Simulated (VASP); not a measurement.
A run of VASP 6.6.1:

The input INCAR:

```
SYSTEM = MoH2
  PREC = Accurate
  ENCUT = 520
  EDIFF = 1E-6
  ISMEAR = 0
  SIGMA = 0.1
  LREAL = .FALSE.
  LASPH = .TRUE.
  NELM = 80
  ALGO = Normal
  ISIF = 2
  LWAVE = .FALSE.
  LCHARG = .TRUE.
  GGA = PS
  LELF = .TRUE.
  LVHAR = .TRUE.
  NBANDS = 15
```

The input KPOINTS:

```
regular mesh
0
G
  8 8 8
  0 0 0
```

POSCAR

```
MoH2
1.0
    0.0000000000      2.0878299491      2.0878299491
    2.0878299491      0.0000000000      2.0878299491
    2.0878299491      2.0878299491      0.0000000000
Mo H
1 2
Direct
    0.0000000000      0.0000000000      0.0000000000
    0.2500000000      0.2500000000      0.2500000000
    0.7500000000      0.7500000000      0.7500000000
```

Potentials or basis: VASP PAW PBE potentials, release 64 (Mo_sv, H).

Launch:

```sh
$ cat potpaw_PBE.64/Mo_sv/POTCAR potpaw_PBE.64/H/POTCAR > POTCAR
$ mpirun -np 1 vasp_std > vasp.out
```

Hardware: 1 thread of AMD EPYC 7R13, on a shared host.

Q: How long does it take, and how much memory?

A: It took 15 s on 1 thread of AMD EPYC 7R13, with other jobs on the host, peak memory 0.11 GiB. Counts: scf iterations 11, k points 29.
